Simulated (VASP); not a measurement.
# Ir (P6_3/mmc) in VASP: a series of runs

Runs on Ir. Level: BLYP. Tasks: single point.

Program: VASP 6.6.1. These are calculated values, not measurements. Logs are shortened: lines on timing, memory, paths and dates and some standing lists are left out, and cuts for length are marked.

## Step 1: The cell of the first run

Symmetry: P6_3/mmc, No. 194, hexagonal system. The conventional cell has a = 2.786 Å, b = 2.786 Å, c = 9.102 Å, α = 90.00°, β = 90.00°, γ = 120.00°. Ir (site symmetry -3m) has 12 Ir at 2.79 Å within 3.7 Å. Ir (site symmetry -6m2) has 12 Ir at 2.79 Å within 3.7 Å.

## Step 2: Single point, BLYP

The input, INCAR:

```
  PREC = Accurate
  ENCUT = 500
  EDIFF = 1E-6
  ISMEAR = -1
  SIGMA = 0.1
  LREAL = False
  LASPH = True
  NELM = 120
  ALGO = Normal
  ISIF = 2
  LWAVE = False
  LCHARG = True
  GGA = B5
  ALDAX = 1.0
  AGGAX = 1.0
  AGGAC = 1.0
  ALDAC = 0.0
  LELF = True
  LVHAR = True
  NBANDS = 42
  GGA_COMPAT = False
```

The input, KPOINTS:

```
Automatic mesh
0
Gamma
  13 13 4
```

The input, POSCAR:

```
Ir
1.0
    2.7855558338      0.0000000000      0.0000000000
   -1.3927779169      2.4123621157      0.0000000000
    0.0000000000      0.0000000000      9.1023465597
Ir
4
Direct
    1.0000000000      1.0000000000      1.0000000000
    1.0000000000      1.0000000000      0.5000000000
    0.3333333333      0.6666666667      0.2500000000
    0.6666666667      0.3333333333      0.7500000000
```

Potentials or basis: VASP PAW PBE potentials, release 64 (Ir_sv_GW).

The run is started by

```bash
> cat potpaw_PBE.64/Ir_sv_GW/POTCAR > POTCAR
> mpirun -np 1 vasp_std > vasp.out
```

OUTCAR:

```text
PREC = Accurate
   ENCUT = 500
   EDIFF = 1E-6
   ISMEAR = -1
   LREAL = False
   LASPH = True
   NELM = 120
   ISIF = 2
   GGA = B5

 ion  position               nearest neighbor table
   1  0.000  0.000  0.000-   3 2.79   4 2.79   3 2.79   4 2.79   4 2.79   3 2.79
   2  0.000  0.000  0.500-   3 2.79   4 2.79   3 2.79   4 2.79   4 2.79   3 2.79
   3  0.333  0.667  0.250-   1 2.79   2 2.79   1 2.79   2 2.79   1 2.79   2 2.79
   4  0.667  0.333  0.750-   1 2.79   2 2.79   1 2.79   2 2.79   1 2.79   2 2.79

  LATTYP: Found a hexagonal cell.
 ALAT       =     2.7855558338
 C/A-ratio  =     3.2676948885

  Lattice vectors:

 A1 = (   2.7855558338,   0.0000000000,   0.0000000000)
 A2 = (  -1.3927779169,   2.4123621157,   0.0000000000)
 A3 = (   0.0000000000,   0.0000000000,   9.1023465597)

Analysis of symmetry for initial positions (statically):
=====================================================================
 Subroutine PRICEL returns:
 Original cell was already a primitive cell.

 Routine SETGRP: Setting up the symmetry group for a
 hexagonal supercell.

 Subroutine GETGRP returns: Found 24 space group operations
 (whereof 12 operations were pure point group operations)
 out of a pool of 24 trial point group operations.

The static configuration has the point symmetry D_3d.
 The point group associated with its full space group is D_6h.

Analysis of symmetry for dynamics (positions and initial velocities):
=====================================================================
 Subroutine PRICEL returns:
 Original cell was already a primitive cell.

 Routine SETGRP: Setting up the symmetry group for a
 hexagonal supercell.

 Subroutine GETGRP returns: Found 24 space group operations
 (whereof 12 operations were pure point group operations)
 out of a pool of 24 trial point group operations.

The dynamic configuration has the point symmetry D_3d.
 The point group associated with its full space group is D_6h.

 Subroutine INISYM returns: Found 24 space group operations
 (whereof 12 operations are pure point group operations),
 and found     1 'primitive' translations

----------------------------------------------------------------------------------------

                                     Primitive cell

  volume of cell :      61.1657

  direct lattice vectors                    reciprocal lattice vectors
     2.785555834  0.000000000  0.000000000     0.358994779  0.207265732  0.000000000
    -1.392777917  2.412362116  0.000000000     0.000000000  0.414531464  0.000000000
     0.000000000  0.000000000  9.102346560     0.000000000  0.000000000  0.109861781

  length of vectors
     2.785555834  2.785555834  9.102346560     0.414531464  0.414531464  0.109861781

  position of ions in fractional coordinates (direct lattice)
     0.000000000  0.000000000  0.000000000
     0.000000000  0.000000000  0.500000000
     0.333333333  0.666666667  0.250000000
     0.666666667  0.333333333  0.750000000

  ion indices of the primitive-cell ions
   primitive index   ion index
                 1           1
                 2           2
                 3           3
                 4           4

----------------------------------------------------------------------------------------

 KPOINTS: Automatic mesh

Automatic generation of k-mesh.
 Grid dimensions read from file:
 generate k-points for:   13   13    4

 Generating k-lattice:

  Cartesian coordinates                     Fractional coordinates (reciprocal lattice)
     0.027614983  0.015943518  0.000000000     0.076923077  0.000000000  0.000000000
     0.000000000  0.031887036  0.000000000     0.000000000  0.076923077  0.000000000
     0.000000000  0.000000000  0.027465445     0.000000000  0.000000000  0.250000000

  Length of vectors
     0.031887036  0.031887036  0.027465445

  Shift w.r.t. Gamma in fractional coordinates (k-lattice)
     0.000000000  0.000000000  0.000000000

 Subroutine IBZKPT returns following result:
 ===========================================

 Found     63 irreducible k-points:

 Following reciprocal coordinates:
            Coordinates               Weight
  0.000000  0.000000  0.000000      1.000000
  0.076923 -0.000000  0.000000      6.000000
  0.153846  0.000000  0.000000      6.000000
  0.230769  0.000000  0.000000      6.000000
  0.307692  0.000000  0.000000      6.000000
  0.384615 -0.000000  0.000000      6.000000
[... 16 lines left out ...]
  0.076923 -0.000000  0.250000     12.000000
  0.153846  0.000000  0.250000     12.000000
 [... further k-points ...]
   k-points           NKPTS =     63   k-points in BZ     NKDIM =     63   number of bands    NBANDS=     42
   number of dos      NEDOS =    301   number of ions     NIONS =      4
   total plane-waves  NPLWV =  28000
   dimension x,y,z NGX =    20 NGY =   20 NGZ =   70
   dimension x,y,z NGXF=    40 NGYF=   40 NGZF=  140
   ions per type =               4
   NGX,Y,Z   is equivalent  to a cutoff of  11.94, 11.94, 12.78 a.u.
   NGXF,Y,Z  is equivalent  to a cutoff of  23.87, 23.87, 25.57 a.u.
 SYSTEM =  unknown system
   PREC   = accura    normal or accurate (medium, high low for compatibility)
   ISTART =      0    job   : 0-new  1-cont  2-samecut
   ICHARG =      2    charge: 1-file 2-atom 10-const
   ISPIN  =      1    spin polarized calculation?
   LNONCOLLINEAR =      F non collinear calculations
   LSORBIT =      F    spin-orbit coupling
   LASPH  =      T    aspherical Exc in radial PAW
   ENCUT  =  500.0 eV  36.75 Ry    6.06 a.u.   5.08  5.08 16.60*2*pi/ulx,y,z
   NELM   =    120;   NELMIN=  2; NELMDL= -5     # of ELM steps
   EDIFF  = 0.1E-05   stopping-criterion for ELM
   LREAL  =      F    real-space projection
   EDIFFG = 0.1E-04   stopping-criterion for IOM
   NSW    =      0    number of steps for IOM
   IBRION =     -1    ionic relax: 0-MD 1-quasi-New 2-CG
   NFREE  =      0    steps in history (QN), initial steepest desc. (CG)
   ISIF   =      2    stress and relaxation
   ISYM   =      2    0-nonsym 1-usesym 2-fastsym
   POTIM  = 0.5000    time-step for ionic-motion
   TEBEG  =    0.0;   TEEND  =   0.0 temperature during run
   PSTRESS=    0.0 pullay stress
   NELECT =      68.0000    total number of electrons
   NUPDOWN=      -1.0000    fix difference up-down
   EMIN   =  10.00;   EMAX   =-10.00  energy-range for DOS
   EFERMI =   0.00;   METHOD = LEGACY
   ISMEAR =    -1;   SIGMA  =   0.10  broadening in eV -4-tet -1-fermi 0-gaus
   EFERMI_NEDOS =   21; number of points for ismear=-14 and -15
   IALGO  =     38    algorithm
   IMIX   =      4    mixing-type and parameters
     AMIX     =   0.40;   BMIX     =  1.00
     AMIX_MAG =   1.60;   BMIX_MAG =  1.00
  volume/ion in A,a.u.               =      15.29       103.19
  Fermi-wavevector in a.u.,A,eV,Ry     =   1.695932  3.204848 39.132899  2.876187
  Thomas-Fermi vector in A             =   2.776887
   LORBIT       =      0    0 simple, 1 ext, 2 COOP (PROOUT), +10 PAW based schemes
   GGA     = B5    functional components
   LHFCALC =     F    Hartree Fock is set to
   AEXX    =    0.0000 exact exchange contribution
   IVDW    =     0    specifies the selected vdW correction
   LEPSILON=     F    determine dielectric tensor
   LRPA    =     F    only Hartree local field effects (RPA)
 non-spin polarized calculation
  energy-cutoff  :      500.00
  volume of cell :       61.17
 maximum number of plane-waves:      1578
   NGX = 11   NGY = 11   NGZ = 33

 number of electron      67.9999999 magnetization

 Free energy of the ion-electron system (eV)
  ---------------------------------------------------
  ext. energy  EPLUGINS =         0.00000000
  ---------------------------------------------------
  free energy    TOTEN  =       -32.20457813 eV

  energy without entropy =      -32.04773329  energy(sigma->0) =      -32.12615571

 E-fermi :  12.0314     XC(G=0): -13.3577

 val. band max:       12.0251219697   @ k =   0.3846   0.1538   0.0000
 cond. band min:      12.0401929335   @ k =   0.4615   0.0000   0.0000
 fundamental gap:      0.0150709638
 Fermi energy:        12.0314321290

 k-point     1 :       0.0000    0.0000    0.0000
  band No.  band energies     occupation
      1     -80.1716      2.00000
      2     -80.1539      2.00000
      3     -80.1412      2.00000
      4     -80.1239      2.00000
      5     -37.5794      2.00000
      6     -37.2832      2.00000
[... 34 lines left out ...]
     41      18.4910      0.00000
     42      24.9014      0.00000

 k-point     2 :       0.0769   -0.0000    0.0000
  band No.  band energies     occupation
      1     -80.1687      2.00000
      2     -80.1519      2.00000
      3     -80.1396      2.00000
      4     -80.1224      2.00000
      5     -37.5680      2.00000
      6     -37.2868      2.00000
[... 34 lines left out ...]
     41      18.4277      0.00000
     42      25.1827      0.00000

 k-point     3 :       0.1538    0.0000    0.0000
  band No.  band energies     occupation
      1     -80.1621      2.00000
      2     -80.1472      2.00000
      3     -80.1344      2.00000
      4     -80.1194      2.00000
      5     -37.5362      2.00000
      6     -37.3049      2.00000
[... 34 lines left out ...]
     41      18.2611      0.00000
     42      25.7047      0.00000

 k-point     4 :       0.2308    0.0000    0.0000
  band No.  band energies     occupation
      1     -80.1526      2.00000
      2     -80.1403      2.00000
      3     -80.1276      2.00000
      4     -80.1152      2.00000
      5     -37.4888      2.00000
      6     -37.3597      2.00000
[... 844 lines left out ...]
     41      19.3885      0.00000
     42      23.6598      0.00000

 k-point    23 :       0.0769   -0.0000    0.2500
  band No.  band energies     occupation
      1     -80.1672      2.00000
      2     -80.1561      2.00000
      3     -80.1350      2.00000
      4     -80.1239      2.00000
      5     -37.5460      2.00000
      6     -37.3935      2.00000
[... 34 lines left out ...]
     41      19.3802      0.00000
     42      23.7258      0.00000

 k-point    24 :       0.1538    0.0000    0.2500
  band No.  band energies     occupation
      1     -80.1607      2.00000
      2     -80.1507      2.00000
      3     -80.1307      2.00000
      4     -80.1207      2.00000
      5     -37.5177      2.00000
      6     -37.3909      2.00000
[... 34 lines left out ...]
     41      19.4050      0.00000
     42      23.8404      0.00000

 [... further k-points ...]
[... 5 lines left out ...]
  --------------------------------------------------------------------------------------
  -------------------------------------------------------------------------------------
  Total       -0.5543233     -0.5543233     -0.5457177     -0.0000000      0.0000000      0.0000000
  in kB      -14.5199776    -14.5199776    -14.2945628     -0.0000000      0.0000000      0.0000000
  external PRESSURE =     -14.4448393 kB  Pullay stress =       0.0000000 kB

 VOLUME and BASIS-vectors are now :
 -----------------------------------------------------------------------------
  energy-cutoff  :      500.00
  volume of cell :       61.17
      direct lattice vectors                 reciprocal lattice vectors
     2.785555834  0.000000000  0.000000000     0.358994779  0.207265732  0.000000000
    -1.392777917  2.412362116  0.000000000     0.000000000  0.414531464  0.000000000
     0.000000000  0.000000000  9.102346560     0.000000000  0.000000000  0.109861781

 POSITION                                       TOTAL-FORCE (eV/Angst)
 -----------------------------------------------------------------------------------
      0.00000      0.00000      0.00000        -0.000000      0.000000      0.000000
      0.00000      0.00000      4.55117        -0.000000      0.000000      0.000000
     -0.00000      1.60824      2.27559        -0.000000      0.000000      0.000000
      1.39278      0.80412      6.82676         0.000000      0.000000     -0.000000
 -----------------------------------------------------------------------------------
    total drift:                                0.000000     -0.000000      0.000000

  FREE ENERGIE OF THE ION-ELECTRON SYSTEM (eV)
  ---------------------------------------------------
  free  energy   TOTEN  =       -32.2045781318 eV

  energy  without entropy=      -32.0477332922  energy(sigma->0) =      -32.12615571
```

Wall time 98 s (1 thread of Intel Xeon 6975P-C (Granite Rapids), shared host); peak memory 0.24 GiB.

What came out:

```yaml
Free_energy: -32.2046 eV
Pressure: -1.4 GPa
Band_gap_on_the_k_mesh: zero (band 34 reaches 12.85 eV, above the bottom of band 35 at 10.64 eV)
```

Levels at points of the mesh, in eV from the Fermi level:
| k point | band 32 | band 33 | band 34 | band 35 | band 36 | band 37 |
| --- | --- | --- | --- | --- | --- | --- |
| (0.00, 0.00, 0.00) | -1.62 | -1.62 | -0.94 | -0.94 | -0.35 | -0.35 |
| (0.00, 0.00, 0.50) | -2.20 | -1.27 | -1.27 | -1.27 | -1.27 | 0.15 |

Caveat: the PAW data sets were made with another functional, which shifts forces and pressure a little; spin-orbit coupling is left out, which moves the levels of the heavy elements.

## Step 3: Single point, BLYP

The input, INCAR:

```
PREC = Accurate
ENCUT = 500
EDIFF = 1E-6
ISMEAR = -1
SIGMA = 0.1
LREAL = False
LASPH = True
NELM = 120
ALGO = Normal
ISIF = 2
LWAVE = False
LCHARG = False
GGA = B5
ALDAX = 1.0
AGGAX = 1.0
AGGAC = 1.0
ALDAC = 0.0
NBANDS = 42
GGA_COMPAT = False
```

The input, KPOINTS:

```
Automatic mesh
0
Gamma
  15 15 4
```

POSCAR is that of step 2.

Potentials or basis: VASP PAW PBE potentials, release 64 (Ir_sv_GW).

The run is started by

```bash
> cat potpaw_PBE.64/Ir_sv_GW/POTCAR > POTCAR
> mpirun -np 1 vasp_std > vasp.out
```

Run time: 97 s. Hardware: 1 thread of Intel Xeon 6975P-C (Granite Rapids), shared host; peak memory 0.27 GiB.

Results (log left out):

```
Free energy            : -32.2120 eV
Pressure               : -1.5 GPa
Band gap on the k mesh : zero (band 34 reaches 12.86 eV, above the bottom of band 35 at 10.64 eV)
```

Stress tensor (GPa, compression positive):
```
-1.51  0.00  0.00
 0.00 -1.51  0.00
 0.00  0.00 -1.59
```

Levels at points of the mesh, in eV from the Fermi level:
```
           k point  band 32  band 33  band 34  band 35  band 36  band 37
(0.00, 0.00, 0.00)    -1.60    -1.60    -0.93    -0.93    -0.33    -0.33
(0.00, 0.00, 0.50)    -2.18    -1.25    -1.25    -1.25    -1.25     0.17
```

Caveat: the PAW data sets were made with another functional, which shifts forces and pressure a little; spin-orbit coupling is left out, which moves the levels of the heavy elements.

[end of part 1 of 2]
